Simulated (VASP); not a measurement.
A run of VASP 6.6.1 is set up as follows.

File INCAR:

```
ALGO     = Normal         # electronic algorithm
EDIFF    = 1E-6           # SCF threshold, eV
ENCUT    = 520            # plane-wave cutoff, eV
ISIF     = 2              # what is computed and relaxed
ISMEAR   = -1             # smearing method
LASPH    = T              # aspherical terms in the spheres
LCHARG   = F              # write CHGCAR
LREAL    = F              # projectors in reciprocal space
LWAVE    = F              # write WAVECAR
NBANDS   = 16             # bands
NELM     = 80             # most SCF steps
PREC     = Accurate       # precision mode
SIGMA    = 0.1            # smearing width, eV
```

KPOINTS

```
k-points
0
Gamma
  7 7 7
```

The input POSCAR:

```
LaS
1.0
    4.1394030000      0.0000000000      0.0000000000
    2.0697015000      3.5848281545      0.0000000000
    2.0697015000      1.1949427182      3.3798083966
La S
1 1
Direct
    0.0000000000      0.0000000000      0.0000000000
    0.5000000000      0.5000000000      0.5000000000
```

Potentials or basis: VASP PAW LDA potentials, release 64 (La, S).

Run with:

```console
$ cat potpaw_LDA.64/La/POTCAR potpaw_LDA.64/S/POTCAR > POTCAR
$ mpirun -np 1 vasp_std > vasp.out
```

(1) Estimate the pressure.

(2) Estimate the band gap on the k mesh.

Results:

(1) -3.7 GPa.

(2) zero (an odd number of electrons rules out a gap without spin polarisation).

Caveat: the cell stands under tension; spin-orbit coupling is left out, which moves the levels of the heavy elements.
